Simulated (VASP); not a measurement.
# W16C (a cell with a defect) in VASP: single point with PBE

Aim: the single point of W16C (a cell with a defect) with PBE.

Everything below comes from runs of VASP 6.6.1. Logs are shortened: lines on timing, memory, paths and dates and some standing lists are left out, and cuts for length are marked.

**1. The cell of the first run**

The cell holds a defect, 17 atoms: a = 6.320 Å, b = 6.320 Å, c = 6.320 Å, α = 90.00°, β = 90.00°, γ = 90.00°.

**2. Single point, PBE**

INCAR

```
SYSTEM = W16C
PREC     = Accurate       ! precision mode
ENCUT    = 520            ! plane-wave cutoff, eV
EDIFF    = 1E-6           ! SCF threshold, eV
ISMEAR   = 0              ! smearing method
SIGMA    = 0.05           ! smearing width, eV
LREAL    = .False.        ! projectors in reciprocal space
LASPH    = .True.         ! aspherical terms in the spheres
NELM     = 120            ! most SCF steps
ALGO     = Normal         ! electronic algorithm
ISIF     = 2              ! what is computed and relaxed
LWAVE    = .False.        ! write WAVECAR
LCHARG   = .False.        ! write CHGCAR
GGA      = PE             ! functional
NBANDS   = 128            ! bands
GGA_COMPAT= .False.
```

KPOINTS

```
Automatic mesh
0
Gamma
  3 3 3
  0 0 0
```

POSCAR

```
W16C
1.0
    6.3200000000      0.0000000000      0.0000000000
    0.0000000000      6.3200000000      0.0000000000
    0.0000000000      0.0000000000      6.3200000000
W C
16 1
Direct
    0.0029174051     -0.0026022152     -0.0057234177
    0.4982219937      0.0014436709     -0.0057311709
    0.0029319620      0.5027526899     -0.0057042722
    0.0028231013     -0.0451238924      0.4942821203
    0.2478504747      0.2501719937      0.2476305380
    0.4982724684      0.4987232595     -0.0057180380
    0.5005604430     -0.0011794304      0.4943115506
    0.7478224684      0.2500009494      0.2365299051
    0.0028716772      0.5455318038      0.4943242089
    0.2636875000      0.7501226266      0.2365981013
    0.2479212025      0.2501697785      0.7410778481
    0.5006325949      0.5013379747      0.4943245253
    0.7458729430      0.7500492089      0.2357257911
    0.7479213608      0.2500659810      0.7519492089
    0.2636618671      0.7501411392      0.7520186709
    0.7458655063      0.7501049051      0.7528253165
    0.9589700949      0.2502276899      0.4942174051
```

Potentials or basis: VASP PAW PBE potentials, release 64 (W_sv, C).

Command:

```sh
cat potpaw_PBE.64/W_sv/POTCAR potpaw_PBE.64/C/POTCAR > POTCAR
mpirun -np 1 vasp_std > vasp.out
```

OUTCAR:

```text
SYSTEM = W16C
   PREC = Accurate
   ENCUT = 520
   EDIFF = 1E-6
   ISMEAR = 0
   LREAL = .False.
   LASPH = .True.
   NELM = 120
   ISIF = 2
   GGA = PE

 ion  position               nearest neighbor table
   1  0.003  0.997  0.994-  16 2.72  13 2.72   8 2.74  14 2.74  15 2.74  10 2.74  11 2.74   5 2.74
                             3 3.13   2 3.13   4 3.17   4 3.17   2 3.19   3 3.19
   2  0.498  0.001  0.994-  15 2.66  10 2.66   8 2.70  16 2.70  13 2.70  14 2.70  11 2.74   5 2.75
                             1 3.13   6 3.14   7 3.16   7 3.16   6 3.18   1 3.19
   3  0.003  0.503  0.994-  13 2.72  16 2.72  14 2.74   8 2.74  15 2.74  10 2.74  11 2.74   5 2.74
                             1 3.13   6 3.13   9 3.17   9 3.17   6 3.19   1 3.19
   4  0.003  0.955  0.494-  17 1.89   9 2.59  16 2.64  13 2.64  10 2.65  15 2.65   5 2.88  11 2.88
                            14 2.95   8 2.95   7 3.16   1 3.17   1 3.17   7 3.19
   5  0.248  0.250  0.248-  17 2.40  12 2.74   7 2.74   3 2.74   1 2.74   6 2.75   2 2.75   4 2.88
                             9 2.88  11 3.12   8 3.16   8 3.16  10 3.16  10 3.16  11 3.20
   6  0.498  0.499  0.994-  15 2.66  10 2.66  13 2.70  16 2.70   8 2.70  14 2.70  11 2.74   5 2.75
                             3 3.13   2 3.14  12 3.16  12 3.16   2 3.18   3 3.19
   7  0.501  0.999  0.494-  15 2.71  10 2.71   5 2.74  11 2.74  16 2.75  13 2.75   8 2.76  14 2.76
                            12 3.14   4 3.16   2 3.16   2 3.16  12 3.18   4 3.19
   8  0.748  0.250  0.237-  17 2.11   2 2.70   6 2.70   1 2.74   3 2.74   7 2.76  12 2.76   4 2.95
                             9 2.96  14 3.06  13 3.16  13 3.16   5 3.16   5 3.16  14 3.26
   9  0.003  0.546  0.494-  17 1.89   4 2.59  16 2.64  13 2.64  15 2.65  10 2.65   5 2.88  11 2.88
                            14 2.96   8 2.96  12 3.16   3 3.17   3 3.17  12 3.19
  10  0.264  0.750  0.237-   9 2.65   4 2.65   2 2.66   6 2.66   7 2.71  12 2.71   1 2.74   3 2.74
                            13 3.05  15 3.06   5 3.16   5 3.16  15 3.26  13 3.27
  11  0.248  0.250  0.741-  17 2.40  12 2.74   7 2.74   3 2.74   1 2.74   6 2.74   2 2.74   9 2.88
                             4 2.88   5 3.12  14 3.16  14 3.16  15 3.16  15 3.16   5 3.20
  12  0.501  0.501  0.494-  10 2.71  15 2.71  11 2.74   5 2.74  16 2.75  13 2.75  14 2.76   8 2.76
                             7 3.14   9 3.16   6 3.16   6 3.16   7 3.18   9 3.19
  13  0.746  0.750  0.236-   9 2.64   4 2.64   6 2.70   2 2.70   3 2.72   1 2.72  12 2.75   7 2.75
                            10 3.05  16 3.05   8 3.16   8 3.16  16 3.27  10 3.27
  14  0.748  0.250  0.752-  17 2.11   6 2.70   2 2.70   1 2.74   3 2.74  12 2.76   7 2.76   4 2.95
                             9 2.96   8 3.06  16 3.16  16 3.16  11 3.16  11 3.16   8 3.26
  15  0.264  0.750  0.752-   9 2.65   4 2.65   2 2.66   6 2.66   7 2.71  12 2.71   1 2.74   3 2.74
                            16 3.05  10 3.06  11 3.16  11 3.16  10 3.26  16 3.27
  16  0.746  0.750  0.753-   9 2.64   4 2.64   2 2.70   6 2.70   1 2.72   3 2.72  12 2.75   7 2.75
                            15 3.05  13 3.05  14 3.16  14 3.16  13 3.27  15 3.27
  17  0.959  0.250  0.494-   9 1.89   4 1.89  14 2.11   8 2.11   5 2.40  11 2.40

  LATTYP: Found a simple cubic cell.
 ALAT       =     6.3200000000

  Lattice vectors:

 A1 = (   6.3200000000,   0.0000000000,   0.0000000000)
 A2 = (   0.0000000000,   6.3200000000,   0.0000000000)
 A3 = (   0.0000000000,   0.0000000000,   6.3200000000)

Analysis of symmetry for initial positions (statically):
=====================================================================
 Subroutine PRICEL returns:
 Original cell was already a primitive cell.

 Routine SETGRP: Setting up the symmetry group for a
 simple cubic supercell.

 Subroutine GETGRP returns: Found  1 space group operations
 (whereof  1 operations were pure point group operations)
 out of a pool of 48 trial point group operations.

The static configuration has the point symmetry C_1 .

Analysis of symmetry for dynamics (positions and initial velocities):
=====================================================================
 Subroutine PRICEL returns:
 Original cell was already a primitive cell.

 Routine SETGRP: Setting up the symmetry group for a
 simple cubic supercell.

 Subroutine GETGRP returns: Found  1 space group operations
 (whereof  1 operations were pure point group operations)
 out of a pool of 48 trial point group operations.

The dynamic configuration has the point symmetry C_1 .

 Subroutine INISYM returns: Found  1 space group operations
 (whereof  1 operations are pure point group operations),
 and found     1 'primitive' translations

----------------------------------------------------------------------------------------

                                     Primitive cell

  volume of cell :     252.4360

  direct lattice vectors                    reciprocal lattice vectors
     6.320000000  0.000000000  0.000000000     0.158227848  0.000000000  0.000000000
     0.000000000  6.320000000  0.000000000     0.000000000  0.158227848  0.000000000
     0.000000000  0.000000000  6.320000000     0.000000000  0.000000000  0.158227848

  length of vectors
     6.320000000  6.320000000  6.320000000     0.158227848  0.158227848  0.158227848

  position of ions in fractional coordinates (direct lattice)
     0.002917405  0.997397785  0.994276582
     0.498221994  0.001443671  0.994268829
     0.002931962  0.502752690  0.994295728
     0.002823101  0.954876108  0.494282120
     0.247850475  0.250171994  0.247630538
     0.498272468  0.498723259  0.994281962
[... 9 lines left out ...]
     0.745865506  0.750104905  0.752825317
     0.958970095  0.250227690  0.494217405

  ion indices of the primitive-cell ions
   primitive index   ion index
                 1           1
                 2           2
                 3           3
                 4           4
                 5           5
                 6           6
[... 9 lines left out ...]
                16          16
                17          17

----------------------------------------------------------------------------------------

 KPOINTS: Automatic mesh

Automatic generation of k-mesh.
 Grid dimensions read from file:
 generate k-points for:    3    3    3

 Generating k-lattice:

  Cartesian coordinates                     Fractional coordinates (reciprocal lattice)
     0.052742616  0.000000000  0.000000000     0.333333333  0.000000000  0.000000000
     0.000000000  0.052742616  0.000000000     0.000000000  0.333333333  0.000000000
     0.000000000  0.000000000  0.052742616     0.000000000  0.000000000  0.333333333

  Length of vectors
     0.052742616  0.052742616  0.052742616

  Shift w.r.t. Gamma in fractional coordinates (k-lattice)
     0.000000000  0.000000000  0.000000000

 Subroutine IBZKPT returns following result:
 ===========================================

 Found     14 irreducible k-points:

 Following reciprocal coordinates:
            Coordinates               Weight
  0.000000  0.000000  0.000000      1.000000
  0.333333  0.000000  0.000000      2.000000
  0.000000  0.333333  0.000000      2.000000
  0.000000  0.000000  0.333333      2.000000
  0.333333  0.333333  0.000000      2.000000
  0.000000  0.333333  0.333333      2.000000
  0.333333  0.000000  0.333333      2.000000
 -0.333333  0.333333  0.000000      2.000000
 -0.333333  0.000000  0.333333      2.000000
  0.000000 -0.333333  0.333333      2.000000
  0.333333  0.333333  0.333333      2.000000
 -0.333333  0.333333  0.333333      2.000000
 -0.333333 -0.333333  0.333333      2.000000
  0.333333 -0.333333  0.333333      2.000000
   k-points           NKPTS =     14   k-points in BZ     NKDIM =     14   number of bands    NBANDS=    128
   number of dos      NEDOS =    301   number of ions     NIONS =     17
   total plane-waves  NPLWV = 110592
   dimension x,y,z NGX =    48 NGY =   48 NGZ =   48
   dimension x,y,z NGXF=    96 NGYF=   96 NGZF=   96
   ions per type =              16   1
   NGX,Y,Z   is equivalent  to a cutoff of  12.63, 12.63, 12.63 a.u.
   NGXF,Y,Z  is equivalent  to a cutoff of  25.25, 25.25, 25.25 a.u.
 SYSTEM =  W16C
   PREC   = accura    normal or accurate (medium, high low for compatibility)
   ISTART =      0    job   : 0-new  1-cont  2-samecut
   ICHARG =      2    charge: 1-file 2-atom 10-const
   ISPIN  =      1    spin polarized calculation?
   LNONCOLLINEAR =      F non collinear calculations
   LSORBIT =      F    spin-orbit coupling
   LASPH  =      T    aspherical Exc in radial PAW
   ENCUT  =  520.0 eV  38.22 Ry    6.18 a.u.  11.75 11.75 11.75*2*pi/ulx,y,z
   NELM   =    120;   NELMIN=  2; NELMDL= -5     # of ELM steps
   EDIFF  = 0.1E-05   stopping-criterion for ELM
   LREAL  =      F    real-space projection
   EDIFFG = 0.1E-04   stopping-criterion for IOM
   NSW    =      0    number of steps for IOM
   IBRION =     -1    ionic relax: 0-MD 1-quasi-New 2-CG
   NFREE  =      0    steps in history (QN), initial steepest desc. (CG)
   ISIF   =      2    stress and relaxation
   ISYM   =      2    0-nonsym 1-usesym 2-fastsym
   POTIM  = 0.5000    time-step for ionic-motion
   TEBEG  =    0.0;   TEEND  =   0.0 temperature during run
   PSTRESS=    0.0 pullay stress
   NELECT =     228.0000    total number of electrons
   NUPDOWN=      -1.0000    fix difference up-down
   EMIN   =  10.00;   EMAX   =-10.00  energy-range for DOS
   EFERMI =   0.00;   METHOD = LEGACY
   ISMEAR =     0;   SIGMA  =   0.05  broadening in eV -4-tet -1-fermi 0-gaus
   EFERMI_NEDOS =   21; number of points for ismear=-14 and -15
   IALGO  =     38    algorithm
   IMIX   =      4    mixing-type and parameters
     AMIX     =   0.40;   BMIX     =  1.00
     AMIX_MAG =   1.60;   BMIX_MAG =  1.00
  volume/ion in A,a.u.               =      14.85       100.21
  Fermi-wavevector in a.u.,A,eV,Ry     =   1.582472  2.990438 34.071949  2.504218
  Thomas-Fermi vector in A             =   2.682390
   LORBIT       =      0    0 simple, 1 ext, 2 COOP (PROOUT), +10 PAW based schemes
   GGA     = PE    functional components
   LHFCALC =     F    Hartree Fock is set to
   AEXX    =    0.0000 exact exchange contribution
   IVDW    =     0    specifies the selected vdW correction
   LEPSILON=     F    determine dielectric tensor
   LRPA    =     F    only Hartree local field effects (RPA)
 non-spin polarized calculation
 Gauss-broadening in eV      SIGMA  =   0.05
  energy-cutoff  :      520.00
  volume of cell :      252.44
 maximum number of plane-waves:      6859
   NGX = 23   NGY = 23   NGZ = 23

 number of electron     228.0000001 magnetization

 Free energy of the ion-electron system (eV)
  ---------------------------------------------------
  ext. energy  EPLUGINS =         0.00000000
  ---------------------------------------------------
  free energy    TOTEN  =      -213.24569130 eV

  energy without entropy =     -213.23956340  energy(sigma->0) =     -213.24262735

 E-fermi :  11.8874     XC(G=0): -13.7751

 val. band max:       11.8268455800   @ k =   0.3333   0.0000   0.0000
 cond. band min:      11.9240616070   @ k =   0.0000  -0.3333   0.3333
 fundamental gap:      0.0972160270
 Fermi energy:        11.8874441595

 k-point     1 :       0.0000    0.0000    0.0000
  band No.  band energies     occupation
      1     -62.3985      2.00000
      2     -62.3590      2.00000
      3     -62.3582      2.00000
      4     -62.3486      2.00000
      5     -62.2272      2.00000
      6     -62.1718      2.00000
[... 1795 lines left out ...]
    125      13.7322      0.00000
    126      13.8689      0.00000
 [bands above 126 left out]

------------------------ aborting loop because EDIFF is reached ----------------------------------------

  FORCE on cell =-STRESS in cart. coord.  units (eV):
  Direction    XX          YY          ZZ          XY          YZ          ZX
  --------------------------------------------------------------------------------------
  -------------------------------------------------------------------------------------
  Total       23.0258889     42.9278472     24.7621112      0.0142471      0.0039466      0.0016824
  in kB      146.1422376    272.4573050    157.1618082      0.0904245      0.0250485      0.0106779
  external PRESSURE =     191.9204503 kB  Pullay stress =       0.0000000 kB

 VOLUME and BASIS-vectors are now :
 -----------------------------------------------------------------------------
  energy-cutoff  :      520.00
  volume of cell :      252.44
      direct lattice vectors                 reciprocal lattice vectors
     6.320000000  0.000000000  0.000000000     0.158227848  0.000000000  0.000000000
     0.000000000  6.320000000  0.000000000     0.000000000  0.158227848  0.000000000
     0.000000000  0.000000000  6.320000000     0.000000000  0.000000000  0.158227848

 POSITION                                       TOTAL-FORCE (eV/Angst)
 -----------------------------------------------------------------------------------
      0.01844      6.30355      6.28383        -0.168343      0.044628      0.001196
      3.14876      0.00912      6.28378         0.048748      0.162664      0.003076
      0.01853      3.17740      6.28395        -0.170132     -0.039054     -0.000106
      0.01784      6.03482      3.12386        -0.180303     -0.313976      0.000124
      1.56642      1.58109      1.56503        -0.227852     -0.005411      0.007239
      3.14908      3.15193      6.28386         0.044505     -0.161345      0.001496
[... 9 lines left out ...]
      4.71387      4.74066      4.75786        -0.232724      0.000751      0.101755
      6.06069      1.58144      3.12345         2.036744     -0.009619     -0.000217
 -----------------------------------------------------------------------------------
    total drift:                                0.000183      0.000027      0.000055

  FREE ENERGIE OF THE ION-ELECTRON SYSTEM (eV)
  ---------------------------------------------------
  free  energy   TOTEN  =      -213.2456912981 eV

  energy  without entropy=     -213.2395633957  energy(sigma->0) =     -213.24262735
```

It took 7.6 min on 1 thread of Intel Xeon Platinum 8488C (Sapphire Rapids), shared host; peak memory 0.49 GiB.

What came out:

```
Free energy            : -213.2457 eV
Pressure               : 19.2 GPa
Largest force          : 2.037 eV/Å
Band gap on the k mesh : zero (bands 114 and 115 overlap by 0.67 eV)
```

Forces on the atoms (eV/Å):
```
W   -0.168  0.045  0.001
W    0.049  0.163  0.003
W   -0.170 -0.039  0.000
W   -0.180 -0.314  0.000
W   -0.228 -0.005  0.007
W    0.045 -0.161  0.001
W   -0.135 -0.065 -0.003
W   -0.013  0.007  0.586
W   -0.183  0.308 -0.003
W   -0.101  0.000 -0.133
W   -0.230 -0.005 -0.013
W   -0.139  0.070 -0.003
W   -0.232  0.004 -0.098
W   -0.019  0.003 -0.580
W   -0.098 -0.001  0.132
W   -0.233  0.001  0.102
C    2.037 -0.010  0.000
```

Caveat: spin-orbit coupling is left out, which moves the levels of the heavy elements.

The gap in the log of VASP goes by the Fermi energy; the results here count the filled bands.